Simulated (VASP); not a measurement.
# CsH (I4mm) in VASP: a series of runs, part 2 of 3

VASP 6.6.1.

## Step 3: Single point, r2SCAN (all Cs atoms moved +0.050 Å, as atom 1 along Cartesian [0 1 0])

POSCAR

```
CsH
1.0
    0.0000000000      3.1880000000      3.1880000000
    3.1880000000      0.0000000000      3.1880000000
    3.1880000000      3.1880000000      0.0000000000
Cs H
1 1
Direct
    0.0078419072     -0.0078419072      0.0078419072
    0.5000000000      0.5000000000      0.5000000000
```

INCAR.step1

```
SYSTEM = CsH
ALGO = Normal ; EDIFF = 1E-4
ENCUT = 520 ; GGA = PE
ISMEAR = 0 ; LASPH = .TRUE.
LCHARG = .FALSE. ; LREAL = .FALSE.
LWAVE = .TRUE. ; NBANDS = 12
NELM = 60 ; PREC = Accurate
SIGMA = 0.05
```

INCAR.step2

```
SYSTEM = CsH
ALGO = Normal ; EDIFF = 1E-7
ENCUT = 520 ; ISIF = 2
ISMEAR = 0 ; ISTART = 1
LASPH = .TRUE. ; LCHARG = .FALSE.
LMIXTAU = .TRUE. ; LREAL = .FALSE.
LWAVE = .FALSE. ; METAGGA = R2SCAN
NBANDS = 12 ; NELM = 60
PREC = Accurate ; SIGMA = 0.05
```

KPOINTS

```
k-points
0
G
  6 6 6
  0 0 0
```

Potentials or basis: VASP PAW PBE potentials, release 64 (Cs_sv, H).

Launch:

```sh
$ cat potpaw_PBE.64/Cs_sv/POTCAR potpaw_PBE.64/H/POTCAR > POTCAR
$ cp INCAR.step1 INCAR
$ mpirun -np 1 vasp_std > vasp.out
$ cp INCAR.step2 INCAR
$ mpirun -np 1 vasp_std > vasp.out
```

OUTCAR:

```text
SYSTEM = CsH
   EDIFF = 1E-7
   ENCUT = 520
   ISIF = 2
   ISMEAR = 0
   ISTART = 1
   LASPH = .TRUE.
   LREAL = .FALSE.
   METAGGA = R2SCAN
   NELM = 60
   PREC = Accurate

 ion  position               nearest neighbor table
   1  0.008  0.992  0.008-
   2  0.500  0.500  0.500-

  LATTYP: Found a face centered cubic cell.
 ALAT       =     6.3760000000

  Lattice vectors:

 A1 = (   0.0000000000,   3.1880000000,   3.1880000000)
 A2 = (   3.1880000000,   0.0000000000,   3.1880000000)
 A3 = (   3.1880000000,   3.1880000000,   0.0000000000)

Analysis of symmetry for initial positions (statically):
=====================================================================
 Subroutine PRICEL returns:
 Original cell was already a primitive cell.

 Routine SETGRP: Setting up the symmetry group for a
 face centered cubic supercell.

 Subroutine GETGRP returns: Found  8 space group operations
 (whereof  8 operations were pure point group operations)
 out of a pool of 48 trial point group operations.

The static configuration has the point symmetry C_4v.

Analysis of symmetry for dynamics (positions and initial velocities):
[... 166 lines left out ...]

 k-point     1 :       0.0000    0.0000    0.0000
  band No.  band energies     occupation
      1     -22.1852      2.00000
      2      -8.2706      2.00000
      3      -8.2706      2.00000
      4      -8.2704      2.00000
      5      -1.7623      2.00000
      6       5.5764      0.00000
      7       5.5764      0.00000
      8       5.5769      0.00000
      9       6.2191      0.00000
     10       7.4846      0.00000
     11       7.4861      0.00000
     12       9.1221      0.00000
[... 331 lines left out ...]
 k-point    24 :       0.1667    0.5000    0.3333
  band No.  band energies     occupation
      1     -22.0980      2.00000
      2      -8.8818      2.00000
      3      -8.5800      2.00000
      4      -8.4374      2.00000
      5      -0.7284      2.00000
      6       4.0965      0.00000
      7       4.1249      0.00000
      8       6.1801      0.00000
      9       7.3412      0.00000
     10       8.3107      0.00000
     11       9.3265      0.00000
     12      10.5942      0.00000

 [... further k-points ...]
[... 5 lines left out ...]
  --------------------------------------------------------------------------------------
  -------------------------------------------------------------------------------------
  Total        0.0152902      0.0262996      0.0152902     -0.0000000      0.0000000      0.0000000
  in kB        0.3780400      0.6502411      0.3780400     -0.0000000      0.0000000      0.0000000
  external PRESSURE =       0.4687737 kB  Pullay stress =       0.0000000 kB

 VOLUME and BASIS-vectors are now :
 -----------------------------------------------------------------------------
  energy-cutoff  :      520.00
  volume of cell :       64.80
      direct lattice vectors                 reciprocal lattice vectors
     0.000000000  3.188000000  3.188000000    -0.156838143  0.156838143  0.156838143
     3.188000000  0.000000000  3.188000000     0.156838143 -0.156838143  0.156838143
     3.188000000  3.188000000  0.000000000     0.156838143  0.156838143 -0.156838143

 POSITION                                       TOTAL-FORCE (eV/Angst)
 -----------------------------------------------------------------------------------
      3.18800      0.05000      3.18800         0.000000     -0.030578      0.000000
      3.18800      3.18800      3.18800         0.000000      0.030578      0.000000
 -----------------------------------------------------------------------------------
    total drift:                               -0.000000      0.000004     -0.000000

  FREE ENERGIE OF THE ION-ELECTRON SYSTEM (eV)
  ---------------------------------------------------
  free  energy   TOTEN  =       -28.9880005234 eV

  energy  without entropy=      -28.9880005234  energy(sigma->0) =      -28.98800052
```

OSZICAR.step1:

```text
N       E                     dE             d eps       ncg     rms          rms(c)
DAV:   1     0.447854219668E+02    0.44785E+02   -0.38137E+03   720   0.663E+02
DAV:   2    -0.165108654960E+01   -0.46437E+02   -0.43778E+02   936   0.113E+02
DAV:   3    -0.535731730095E+01   -0.37062E+01   -0.36988E+01   916   0.352E+01
DAV:   4    -0.539009895848E+01   -0.32782E-01   -0.32780E-01   840   0.377E+00
DAV:   5    -0.539022358959E+01   -0.12463E-03   -0.12463E-03   908   0.235E-01    0.379E+00
DAV:   6    -0.467047040199E+01    0.71975E+00   -0.58416E-01   816   0.288E+00    0.159E+00
DAV:   7    -0.452646384999E+01    0.14401E+00   -0.63865E-01   808   0.273E+00    0.678E-01
DAV:   8    -0.455874745423E+01   -0.32284E-01   -0.80354E-02   792   0.117E+00    0.460E-01
DAV:   9    -0.454854125402E+01    0.10206E-01   -0.19216E-02   832   0.591E-01    0.383E-02
DAV:  10    -0.454884817461E+01   -0.30692E-03   -0.29068E-03   768   0.208E-01    0.282E-02
DAV:  11    -0.454898078579E+01   -0.13261E-03   -0.34893E-04   784   0.858E-02    0.310E-02
DAV:  12    -0.454894491698E+01    0.35869E-04   -0.10451E-04   780   0.478E-02
   1 F= -.45489449E+01 E0= -.45489449E+01  d E =-.534416E-15
```

Wall time 42 s (1 thread of Intel Xeon 6975P-C (Granite Rapids), shared host); peak memory 0.22 GiB.

Results:

* Free energy: -28.9880 eV
* Pressure: 0.0 GPa
* Largest force: 0.031 eV/Å
* Band gap on the k mesh: 2.67 eV, direct

Forces in eV/Å, atoms in the order of the input:
```
Cs   0.000 -0.031  0.000
H    0.000  0.031  0.000
```

Caveat: the cell differs from its parent crystal (all Cs atoms moved +0.050 Å, as atom 1 along Cartesian [0 1 0]); the PAW data sets were made with another functional, which shifts forces and pressure a little; spin-orbit coupling is left out, which moves the levels of the heavy elements. A k mesh can miss the band edges.

## Step 4: Single point, r2SCAN (all Cs atoms moved +0.075 Å, as atom 1 along Cartesian [0 1 0])

POSCAR: that of step 3 with these lines changed.

```diff
@@ -8,3 +8,3 @@
 Direct
-    0.0078419072     -0.0078419072      0.0078419072
+    0.0117628607     -0.0117628607      0.0117628607
     0.5000000000      0.5000000000      0.5000000000
```

INCAR.step1

```
SYSTEM = CsH
PREC = Accurate
ENCUT = 520
ISMEAR = 0
SIGMA = 0.05
LREAL = .FALSE.
LASPH = .TRUE.
NELM = 60
NBANDS = 12
GGA = PE
ALGO = Normal
EDIFF = 1E-4
LWAVE = .TRUE.
LCHARG = .FALSE.
```

INCAR.step2

```
SYSTEM = CsH
PREC = Accurate
ENCUT = 520
EDIFF = 1E-6
ISMEAR = 0
SIGMA = 0.05
LREAL = .FALSE.
LASPH = .TRUE.
NELM = 60
ALGO = Normal
ISIF = 2
LWAVE = .FALSE.
LCHARG = .TRUE.
METAGGA = R2SCAN
LMIXTAU = .TRUE.
LELF = .TRUE.
LVHAR = .TRUE.
NBANDS = 12
ISTART = 1
```

KPOINTS

```
Automatic mesh
0
G
  6 6 6
  0 0 0
```

Launch:

```sh
$ cat potpaw_PBE.64/Cs_sv/POTCAR potpaw_PBE.64/H/POTCAR > POTCAR
$ cp INCAR.step1 INCAR
$ mpirun -np 1 vasp_std > vasp.out
$ cp INCAR.step2 INCAR
$ mpirun -np 1 vasp_std > vasp.out
```

Wall time 40 s (1 thread of Intel Xeon 6975P-C (Granite Rapids), shared host); peak memory 0.21 GiB.

It converged, with:

* Free energy: -28.9870 eV
* Pressure: 0.1 GPa
* Largest force: 0.046 eV/Å
* Band gap on the k mesh: 2.67 eV, direct

Forces in eV/Å, atoms in the order of the input:
```
Cs   0.000 -0.046  0.000
H    0.000  0.046  0.000
```

Levels at points of the mesh, in eV from the valence-band top:
```tsv
k point	band 3	band 4	band 5	band 6	band 7	band 8
(0.00, 0.00, 0.00)	-8.16	-8.16	-1.65	5.69	5.69	5.69
(0.50, 0.00, 0.00)	-8.25	-8.25	0.00	2.67	5.26	5.26
(0.50, 0.50, 0.00)	-8.43	-8.43	-1.15	3.50	6.08	8.52
(0.50, 0.00, 0.50)	-8.43	-8.43	-1.15	3.50	6.07	8.65
```

Caveat: the cell differs from its parent crystal (all Cs atoms moved +0.075 Å, as atom 1 along Cartesian [0 1 0]); the PAW data sets were made with another functional, which shifts forces and pressure a little; spin-orbit coupling is left out, which moves the levels of the heavy elements.

[end of part 2 of 3]
